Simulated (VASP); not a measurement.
A run of VASP 6.6.1 is set up as follows.

File INCAR:

```
PREC = Accurate ; ENCUT = 520
EDIFF = 1E-7 ; ISMEAR = -1
SIGMA = 0.02 ; LREAL = F
LASPH = T ; NELM = 80
ALGO = Normal ; ISIF = 2
LWAVE = F ; LCHARG = T
GGA = PE ; LELF = T
LVHAR = T ; NBANDS = 55
```

The input KPOINTS:

```
regular mesh
0
Gamma
  7 7 7
```

File POSCAR:

```
In2O3
1.0
    2.7435000000      1.5839604635      4.8366666667
   -2.7435000000      1.5839604635      4.8366666667
    0.0000000000     -3.1679209270      4.8366666667
In O
4 6
Direct
    0.3579176274      0.3579176274      0.3579176274
    0.1420823726      0.1420823726      0.1420823726
    0.6420823726      0.6420823726      0.6420823726
    0.8579176274      0.8579176274      0.8579176274
    0.5459193592      0.9540806408      0.2500000000
    0.2500000000      0.5459193592      0.9540806408
    0.9540806408      0.2500000000      0.5459193592
    0.4540806408      0.0459193592      0.7500000000
    0.7500000000      0.4540806408      0.0459193592
    0.0459193592      0.7500000000      0.4540806408
```

Potentials or basis: VASP PAW PBE potentials, release 64 (In_d, O).

Launch:

```sh
$ cat potpaw_PBE.64/In_d/POTCAR potpaw_PBE.64/O/POTCAR > POTCAR
$ mpirun -np 1 vasp_std > vasp.out
```

(1) Predict the band gap on the k mesh.

(2) Estimate the pressure.

Answers

(1) 1.28 eV (least direct gap 1.31 eV).

(2) 8.8 GPa.

Caveat: the cell stands under pressure; spin-orbit coupling is left out, which moves the levels of the heavy elements; an odd mesh through Γ misses points on the zone boundary, where band edges can lie.
